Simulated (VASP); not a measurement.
Input of a VASP 6.6.1 run:

The input INCAR:

```
SYSTEM = ScSi2O3
PREC = Accurate
ENCUT = 600
EDIFF = 1E-6
ISMEAR = 0
SIGMA = 0.1
LREAL = .FALSE.
LASPH = .TRUE.
NELM = 100
ALGO = Normal
ISIF = 3
LWAVE = .FALSE.
LCHARG = .FALSE.
GGA = PE
IBRION = 2
NSW = 100
EDIFFG = -0.01
```

The input KPOINTS:

```
regular mesh
0
G
  12 12 14
  0 0 0
```

POSCAR

```
ScSi2O3
1.0
    5.7470844042      0.0000000000      0.0000000000
   -2.8735422021      4.9771210917      0.0000000000
    0.0000000000      0.0000000000      2.7937017987
Sc Si O
1 2 3
Direct
    0.0000000000      0.0000000000      0.5000000000
    0.3333333333      0.6666666667      0.5000000000
    0.6666666667      0.3333333333      0.5000000000
    0.3542186461      0.0000000000      0.5000000000
    0.0000000000      0.3542186461      0.5000000000
    0.6457813539      0.6457813539      0.5000000000
```

Potentials or basis: VASP PAW PBE potentials, release 64 (Sc_sv, Si, O).

The run is started by

```console
$ cat potpaw_PBE.64/Sc_sv/POTCAR potpaw_PBE.64/Si/POTCAR potpaw_PBE.64/O/POTCAR > POTCAR
$ mpirun -np 1 vasp_std > vasp.out
```

(1) What does it give for the band gap on the k mesh?

(2) Predict the relaxed cell.

(3) Estimate the space group after relaxing (to 0.1 Å).

Answers

(1) zero (an odd number of electrons rules out a gap without spin polarisation).

(2) a = 5.761 Å, b = 5.761 Å, c = 2.798 Å, α = 90.00°, β = 90.00°, γ = 120.00°.

(3) P-62m (No. 189).

Caveat: an odd number of electrons without spin polarisation forces a metal; a magnetic or distorted state may lie lower.
